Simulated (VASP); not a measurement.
TeW, 2 atoms in the cell. It takes space group F-43m (No. 216, cubic). Conventional cell: a = 6.471 Å, b = 6.471 Å, c = 6.471 Å, α = 90.00°, β = 90.00°, γ = 90.00°. Within 3.7 Å of W (site symmetry -43m) lie 4 Te at 2.80 Å. Te (site symmetry -43m) has 4 W at 2.80 Å within 3.7 Å. 

```yaml
Program: VASP 6.6.1
Task: single point
Functional: PBE
Potentials_or_basis: VASP PAW PBE potentials, release 64 (W_sv, Te)
Cutoff: 520 eV
k_mesh: 12 × 12 × 12
Occupations: gaussian, width 0.1 eV
Spin: collinear spin
Starting_moments: "[1.0, 0.0] μB"
Dipole_correction: no
Further_INCAR_settings: ALGO = Normal; EDIFF = 1e-06; NBANDS = 21
```

Potentials or basis: VASP PAW PBE potentials, release 64 (W_sv, Te).

Launch:

```console
$ cat potpaw_PBE.64/W_sv/POTCAR potpaw_PBE.64/Te/POTCAR > POTCAR
$ mpirun -np 1 vasp_std > vasp.out
```

Hardware: 1 thread of Intel Xeon 8259CL (shared host).

How long does it take, and how much memory?

It took 5.4 min on 1 thread of Intel Xeon 8259CL (shared host), peak memory 0.35 GiB. Counts: scf iterations 14, k points 72.
